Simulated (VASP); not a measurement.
Input of a VASP 6.6.1 run:

INCAR

```
PREC = Accurate
ENCUT = 520
EDIFF = 1E-7
ISMEAR = -1
SIGMA = 0.1
LREAL = F
LASPH = T
NELM = 60
ALGO = Normal
ISIF = 2
LWAVE = F
LCHARG = T
GGA = RE
LELF = T
LVHAR = T
NBANDS = 16
```

Contents of KPOINTS:

```
regular mesh
0
Gamma
  15 15 8
```

The input POSCAR:

```
Ir
1.0
    2.6810433119      0.0000000000      0.0000000000
   -1.3405216560      2.3218516168      0.0000000000
    0.0000000000      0.0000000000      4.3477620919
Ir
2
Direct
    0.3333333333      0.6666666667      0.2500000000
    0.6666666667      0.3333333333      0.7500000000
```

Potentials or basis: VASP PAW PBE potentials, release 64 (Ir).

Command:

```bash
$ cat potpaw_PBE.64/Ir/POTCAR > POTCAR
$ mpirun -np 1 vasp_std > vasp.out
```

Question: Estimate the pressure.

Answer: 34.7 GPa.

Question: What does it give for the band gap on the k mesh?

Answer: Zero (band 9 reaches 12.45 eV, above the bottom of band 10 at 8.90 eV).

Stress tensor (GPa, compression positive):
```
34.51  0.00  0.00
 0.00 34.51  0.00
 0.00  0.00 35.09
```

Caveat: the PAW data sets were made with another functional, which shifts forces and pressure a little; spin-orbit coupling is left out, which moves the levels of the heavy elements.
